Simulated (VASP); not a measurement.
Write the native input for VASP 6.6.1 that does the following.

| Property | Result |
| --- | --- |
| Task | single point |
| Functional | PBE |
| Potentials or basis | VASP PAW PBE potentials, release 64 (Ti_sv) |
| Cutoff | 500 eV |
| k mesh | 12 × 12 × 14 |
| Occupations | gaussian, width 0.15 eV |
| Spin | no spin polarisation |
| Dipole correction | no |
| Further INCAR settings | ALGO = Normal; EDIFF = 1e-06; NBANDS = 25 |

The structure of Ti lies in POSCAR:

```
Ti
1.0
    4.5790987804      0.0000000000      0.0000000000
   -2.2895493902      3.9656158702      0.0000000000
    0.0000000000      0.0000000000      2.8317615649
Ti
3
Direct
   -0.0164442838      0.0000000000      0.0000000000
    0.3415554752      0.6666666667      0.5000000000
    0.6748888086      0.3333333333      0.5000000000
```

This cell differs from its parent crystal: atoms displaced along a vibrational mode.

One way to write it, as run:

INCAR

```
  ALGO = Normal
  EDIFF = 1E-6
  ENCUT = 500
  GGA = PE
  GGA_COMPAT = F
  ISIF = 2
  ISMEAR = 0
  LASPH = T
  LCHARG = T
  LELF = T
  LREAL = F
  LVHAR = T
  LWAVE = F
  NBANDS = 25
  NELM = 120
  PREC = Accurate
  SIGMA = 0.15
```

KPOINTS

```
k-points
0
Gamma
  12 12 14
```

Potentials or basis: VASP PAW PBE potentials, release 64 (Ti_sv).

The run is started by

```bash
$ cat potpaw_PBE.64/Ti_sv/POTCAR > POTCAR
$ mpirun -np 1 vasp_std > vasp.out
```

Results of the run:

* Pressure: 0.1 GPa
* Largest force: 0.339 eV/Å
* Band gap on the k mesh: zero (bands 18 and 19 overlap by 0.26 eV)

Caveat: the cell differs from its parent crystal (atoms displaced along a vibrational mode).

Run time: 13 min on 1 thread of Oxide Virtual Turin-like Processor, on a shared host, peak memory 0.38 GiB.
